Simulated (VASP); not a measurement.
ZrS: single point with r2SCAN

ZrS:

```
Zr S
1.0
     0.00000    2.61246    2.65165
     2.61246    0.00000    2.65165
     2.61246    2.61246    0.00000
Zr S
1 1
Cartesian
  0.0000 0.0000 0.0000
  2.6125 2.6125 2.6517
```

This cell differs from its parent crystal: strain +0.000 along x and y, +0.015 along z.

```json
{
  "Program": "VASP 6.6.1",
  "Task": "single point",
  "Functional": "r2SCAN",
  "Potentials or basis": "VASP PAW PBE potentials, release 64 (Zr_sv, S)",
  "Cutoff": "520 eV",
  "k mesh": "20 × 20 × 20",
  "Occupations": "gaussian, width 0.15 eV",
  "Spin": "no spin polarisation",
  "Dipole correction": "no",
  "Further INCAR settings": "ALGO = Normal; EDIFF = 1e-06; NBANDS = 16"
}
```

The pressure is -2.0 GPa. The band gap on the k mesh is zero (bands 9 and 10 overlap by 2.83 eV).

Stress tensor (GPa, compression positive):
```
-0.75  0.00  0.00
 0.00 -0.75  0.00
 0.00  0.00 -4.49
```

Levels at points of the mesh, in eV from the Fermi level:
```tsv
k point	band 6	band 7	band 8	band 9	band 10	band 11	band 12	band 13
(0.00, 0.00, 0.00)	-4.00	-3.97	-3.97	-1.52	-1.36	-1.36	-0.71	-0.65
(0.50, 0.00, 0.00)	-8.49	-6.43	-6.42	1.47	1.53	1.85	2.10	5.64
(0.50, 0.50, 0.00)	-6.81	-4.90	-4.90	-3.53	0.50	2.39	2.39	3.05
(0.50, 0.00, 0.50)	-6.72	-4.97	-4.97	-3.51	0.57	2.33	2.44	3.05
```

Run time: 8.9 min on 1 thread of Intel(R) Xeon(R) 6975P-C (Granite Rapids), on a shared host, peak memory 0.46 GiB.

Caveat: the cell differs from its parent crystal (strain +0.000 along x and y, +0.015 along z); the PAW data sets were made with another functional, which shifts forces and pressure a little.
